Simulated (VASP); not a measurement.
A run of VASP 6.6.1:

File INCAR:

```
PREC = Accurate
ENCUT = 520
EDIFF = 1E-7
ISMEAR = -1
SIGMA = 0.05
LREAL = False
LASPH = True
NELM = 100
ALGO = Normal
ISIF = 2
LWAVE = False
LCHARG = False
NBANDS = 32
```

Contents of KPOINTS:

```
Automatic mesh
0
Gamma
  10 10 7
```

Contents of POSCAR:

```
PtPb
1.0
    4.3350008983      0.0000000000      0.0000000000
   -2.1675004492      3.7542209034      0.0000000000
    0.0000000000      0.0000000000      5.4560000000
Pt Pb
2 2
Direct
    0.3333333333      0.6666666667      0.2500000000
    0.6666666667      0.3333333333      0.7500000000
    0.0000000000      0.0000000000      0.0000000000
    0.0000000000      0.0000000000      0.5000000000
```

Potentials or basis: VASP PAW LDA potentials, release 64 (Pt, Pb_d).

Run with:

```sh
$ cat potpaw_LDA.64/Pt/POTCAR potpaw_LDA.64/Pb_d/POTCAR > POTCAR
$ mpirun -np 1 vasp_std > vasp.out
```

Hardware: 1 thread of Intel(R) Xeon(R) 6975P-C (Granite Rapids), on a shared host.

Question: How long does it take, and how much memory?

Answer: Run time: 49 s on 1 thread of Intel(R) Xeon(R) 6975P-C (Granite Rapids) (shared host), peak memory 0.26 GiB. Counts: scf iterations 12, k points 56.
